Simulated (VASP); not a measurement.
Set up this calculation in VASP 6.6.1, as the native input.

```yaml
Task: single point
Functional: r2SCAN
Potentials_or_basis: VASP PAW PBE potentials, release 64 (Ga_d, N)
Cutoff: 520 eV
k_mesh: 12 × 12 × 6
Occupations: gaussian, width 0.05 eV
Spin: no spin polarisation
Dipole_correction: no
Further_INCAR_settings: ALGO = Normal; EDIFF = 1e-06; NBANDS = 26
```

The system is GaN.

```
CELL_PARAMETERS angstrom
3.10050 0.00000 0.00000
-1.55025 2.68511 0.00000
0.00000 0.00000 5.16600
ATOMIC_POSITIONS crystal
Ga 0.33333 0.66667 0.00000
Ga 0.66667 0.33333 0.50000
N 0.33333 0.66667 0.37500
N 0.66667 0.33333 0.87500
```

This cell differs from its parent crystal: strain -0.025 along x and y, +0.000 along z.

One way to write it, as run:

POSCAR

```
GaN
1.0
    3.1004996690      0.0000000000      0.0000000000
   -1.5502498345      2.6851114777      0.0000000000
    0.0000000000      0.0000000000      5.1660000000
Ga N
2 2
Direct
    0.3333333333      0.6666666667      0.0000000000
    0.6666666667      0.3333333333      0.5000000000
    0.3333333333      0.6666666667      0.3750000000
    0.6666666667      0.3333333333      0.8750000000
```

INCAR.step1

```
SYSTEM = GaN
ALGO = Normal
EDIFF = 1E-4
ENCUT = 520
GGA = PE
ISMEAR = 0
LASPH = .TRUE.
LCHARG = .FALSE.
LREAL = .FALSE.
LWAVE = .TRUE.
NBANDS = 26
NELM = 80
PREC = Accurate
SIGMA = 0.05
```

INCAR.step2

```
SYSTEM = GaN
ALGO = Normal
EDIFF = 1E-6
ENCUT = 520
ISIF = 2
ISMEAR = 0
ISTART = 1
LASPH = .TRUE.
LCHARG = .FALSE.
LMIXTAU = .TRUE.
LREAL = .FALSE.
LWAVE = .FALSE.
METAGGA = R2SCAN
NBANDS = 26
NELM = 80
PREC = Accurate
SIGMA = 0.05
```

KPOINTS

```
k-points
0
G
  12 12 6
  0 0 0
```

Potentials or basis: VASP PAW PBE potentials, release 64 (Ga_d, N).

Command:

```bash
$ cat potpaw_PBE.64/Ga_d/POTCAR potpaw_PBE.64/N/POTCAR > POTCAR
$ cp INCAR.step1 INCAR
$ mpirun -np 1 vasp_std > vasp.out
$ cp INCAR.step2 INCAR
$ mpirun -np 1 vasp_std > vasp.out
```

Results of the run:

```yaml
Pressure: 13.8 GPa
Largest_force: 0.206 eV/Å
Band_gap_on_the_k_mesh: 2.64 eV
```

Caveat: the cell differs from its parent crystal (strain -0.025 along x and y, +0.000 along z); the stress differs along the axes, from 7 to 17 GPa; the PAW data sets were made with another functional, which shifts forces and pressure a little.

It took 3.8 min on 1 thread of Intel(R) Xeon(R) 6975P-C (Granite Rapids) (shared host), peak memory 0.21 GiB.
